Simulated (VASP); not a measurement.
# Sc (Fm-3m) in VASP: further runs, part 2 of 2

VASP 6.6.1. The steps go on from the part before.

## (4) Single point, PBEsol (volume scaled by 0.5)

Contents of INCAR:

```
PREC     = Accurate       # precision mode
ENCUT    = 520            # plane-wave cutoff, eV
EDIFF    = 1E-6           # SCF threshold, eV
ISMEAR   = -1             # smearing method
SIGMA    = 0.08           # smearing width, eV
LREAL    = F              # projectors in reciprocal space
LASPH    = T              # aspherical terms in the spheres
NELM     = 100            # most SCF steps
ALGO     = Normal         # electronic algorithm
ISIF     = 2              # what is computed and relaxed
LWAVE    = F              # write WAVECAR
LCHARG   = F              # write CHGCAR
GGA      = PS             # functional
NBANDS   = 12             # bands
```

Contents of KPOINTS:

```
Automatic mesh
0
Gamma
  14 14 14
```

Contents of POSCAR:

```
Sc
1.0
    0.0000000000      1.8079922229      1.8079922229
    1.8079922229      0.0000000000      1.8079922229
    1.8079922229      1.8079922229      0.0000000000
Sc
1
Direct
    0.0000000000      0.0000000000      0.0000000000
```

Potentials or basis: VASP PAW PBE potentials, release 64 (Sc_sv).

Launch:

```bash
$ cat potpaw_PBE.64/Sc_sv/POTCAR > POTCAR
$ mpirun -np 1 vasp_std > vasp.out
```

OUTCAR:

```text
PREC = Accurate
   ENCUT = 520
   EDIFF = 1E-6
   ISMEAR = -1
   LREAL = F
   LASPH = T
   NELM = 100
   ISIF = 2
   GGA = PS

 ion  position               nearest neighbor table
   1  0.000  0.000  0.000-

  LATTYP: Found a face centered cubic cell.
 ALAT       =     3.6159844458

  Lattice vectors:

 A1 = (   0.0000000000,   1.8079922229,   1.8079922229)
 A2 = (   1.8079922229,   0.0000000000,   1.8079922229)
 A3 = (   1.8079922229,   1.8079922229,   0.0000000000)

Analysis of symmetry for initial positions (statically):
=====================================================================
 Subroutine PRICEL returns:
 Original cell was already a primitive cell.

 Routine SETGRP: Setting up the symmetry group for a
 face centered cubic supercell.

 Subroutine GETGRP returns: Found 48 space group operations
 (whereof 48 operations were pure point group operations)
 out of a pool of 48 trial point group operations.

The static configuration has the point symmetry O_h .

Analysis of symmetry for dynamics (positions and initial velocities):
=====================================================================
 Subroutine PRICEL returns:
 Original cell was already a primitive cell.

 Routine SETGRP: Setting up the symmetry group for a
 face centered cubic supercell.

 Subroutine GETGRP returns: Found 48 space group operations
 (whereof 48 operations were pure point group operations)
 out of a pool of 48 trial point group operations.

The dynamic configuration has the point symmetry O_h .

 Subroutine INISYM returns: Found 48 space group operations
 (whereof 48 operations are pure point group operations),
 and found     1 'primitive' translations

----------------------------------------------------------------------------------------

                                     Primitive cell

  volume of cell :      11.8201

[... 106 lines left out ...]
     AMIX_MAG =   1.60;   BMIX_MAG =  1.00
  volume/ion in A,a.u.               =      11.82        79.77
  Fermi-wavevector in a.u.,A,eV,Ry     =   1.598328  3.020401 34.758145  2.554652
  Thomas-Fermi vector in A             =   2.695795
   LORBIT       =      0    0 simple, 1 ext, 2 COOP (PROOUT), +10 PAW based schemes
   GGA     = PS    functional components
   LHFCALC =     F    Hartree Fock is set to
   AEXX    =    0.0000 exact exchange contribution
   IVDW    =     0    specifies the selected vdW correction
   LEPSILON=     F    determine dielectric tensor
   LRPA    =     F    only Hartree local field effects (RPA)
 non-spin polarized calculation
  energy-cutoff  :      520.00
  volume of cell :       11.82
 maximum number of plane-waves:       332
   NGX =  9   NGY =  9   NGZ =  9

 number of electron      10.9999997 magnetization

 Free energy of the ion-electron system (eV)
  ---------------------------------------------------
  ext. energy  EPLUGINS =         0.00000000
  ---------------------------------------------------
  free energy    TOTEN  =        -4.16070123 eV

  energy without entropy =       -4.13857281  energy(sigma->0) =       -4.14963702

 E-fermi :   9.1205     XC(G=0): -13.4916

 val. band max:        9.1060833667   @ k =  -0.4286   0.2143   0.0714
 cond. band min:       9.1286227047   @ k =  -0.2857   0.4286   0.1429
 fundamental gap:      0.0225393380
 Fermi energy:         9.1204762401

 k-point     1 :       0.0000    0.0000    0.0000
  band No.  band energies     occupation
      1     -39.2915      2.00000
      2     -15.9305      2.00000
      3     -15.9305      2.00000
      4     -15.9305      2.00000
      5       4.3070      2.00000
      6      11.3759      0.00000
      7      11.3759      0.00000
      8      11.3759      0.00000
      9      14.7564      0.00000
     10      14.7564      0.00000
     11      26.4635      0.00000
     12      33.3809      0.00000
[... 331 lines left out ...]
 k-point    24 :       0.2857    0.1429    0.0000
  band No.  band energies     occupation
      1     -38.7316      2.00000
      2     -17.7270      2.00000
      3     -16.3760      2.00000
      4     -16.3491      2.00000
      5       7.0438      2.00000
      6       9.3487      0.10901
      7      11.5446      0.00000
      8      12.6859      0.00000
      9      14.3458      0.00000
     10      15.7783      0.00000
     11      28.1163      0.00000
     12      30.6658      0.00000

 [... further k-points ...]
[... 5 lines left out ...]
  --------------------------------------------------------------------------------------
  -------------------------------------------------------------------------------------
  Total        7.5116958      7.5116958      7.5116958      0.0000000      0.0000000     -0.0000000
  in kB     1018.1901780   1018.1901780   1018.1901780      0.0000000      0.0000000     -0.0000000
  external PRESSURE =    1018.1901780 kB  Pullay stress =       0.0000000 kB

 VOLUME and BASIS-vectors are now :
 -----------------------------------------------------------------------------
  energy-cutoff  :      520.00
  volume of cell :       11.82
      direct lattice vectors                 reciprocal lattice vectors
     0.000000000  1.807992223  1.807992223    -0.276549862  0.276549862  0.276549862
     1.807992223  0.000000000  1.807992223     0.276549862 -0.276549862  0.276549862
     1.807992223  1.807992223  0.000000000     0.276549862  0.276549862 -0.276549862

 POSITION                                       TOTAL-FORCE (eV/Angst)
 -----------------------------------------------------------------------------------
      0.00000      0.00000      0.00000         0.000000      0.000000      0.000000
 -----------------------------------------------------------------------------------
    total drift:                                0.000000      0.000000      0.000000

  FREE ENERGIE OF THE ION-ELECTRON SYSTEM (eV)
  ---------------------------------------------------
  free  energy   TOTEN  =        -4.1607012282 eV

  energy  without entropy=       -4.1385728080  energy(sigma->0) =       -4.14963702
```

Run time: 13 s. Hardware: 1 thread of Intel Xeon 8259CL, shared host; peak memory 0.13 GiB.

What came out:

| Quantity | Value |
| --- | --- |
| Free energy | -4.1607 eV |
| Pressure | 101.8 GPa |

Caveat: the PAW data sets were made with another functional, which shifts forces and pressure a little.

## (5) Single point, PBEsol (volume scaled by 0.6)

Contents of INCAR:

```
PREC = Accurate
ENCUT = 520
EDIFF = 1E-7
ISMEAR = -1
SIGMA = 0.08
LREAL = False
LASPH = True
NELM = 100
ALGO = Normal
ISIF = 2
LWAVE = False
LCHARG = False
GGA = PS
NBANDS = 12
```

KPOINTS is that of step 4.

Contents of POSCAR:

```
Sc
1.0
    0.0000000000      1.9212784287      1.9212784287
    1.9212784287      0.0000000000      1.9212784287
    1.9212784287      1.9212784287      0.0000000000
Sc
1
Direct
    0.0000000000      0.0000000000      0.0000000000
```

Launch:

```bash
$ cat potpaw_PBE.64/Sc_sv/POTCAR > POTCAR
$ mpirun -np 1 vasp_std > vasp.out
```

Wall time 20 s (1 thread of Intel Xeon 8259CL, shared host); peak memory 0.14 GiB.

Results (log left out):

```yaml
Free_energy: -5.3280 eV
Pressure: 59.4 GPa
```

Levels at points of the mesh, in eV from the Fermi level:
| k point | band 1 | band 2 | band 3 | band 4 | band 5 | band 6 | band 7 | band 8 | band 9 | band 10 |
| --- | --- | --- | --- | --- | --- | --- | --- | --- | --- | --- |
| (0.00, 0.00, 0.00) | -48.21 | -25.74 | -25.74 | -25.74 | -5.40 | 2.21 | 2.21 | 2.21 | 4.96 | 4.96 |
| (0.50, 0.00, 0.00) | -47.68 | -27.93 | -26.00 | -26.00 | -2.45 | 1.93 | 1.93 | 2.69 | 6.81 | 6.81 |
| (0.50, 0.50, 0.00) | -47.51 | -27.75 | -26.47 | -26.47 | -3.13 | -1.90 | 5.55 | 6.81 | 7.32 | 7.32 |

Caveat: the PAW data sets were made with another functional, which shifts forces and pressure a little.

## (6) Overview

| cell | gap on the mesh (eV) | pressure (GPa) |
| --- | --- | --- |
| a = 2.374 Å, angles 60.0°, 1 atom | none | 178.3 |
| a = 2.557 Å, angles 60.0°, 1 atom | none | 101.8 |
| a = 2.717 Å, angles 60.0°, 1 atom | none | 59.4 |

Alike in all rows: task single point; level PBEsol; potentials or basis VASP PAW PBE potentials, release 64 (Sc_sv); no spin polarisation; k mesh 14 × 14 × 14; cutoff (eV) 520; smearing fermi-dirac 0.08 eV.

Caveats: the PAW data sets were made with another functional, which shifts forces and pressure a little.

Absolute energies hang on the potentials; compare differences alone.
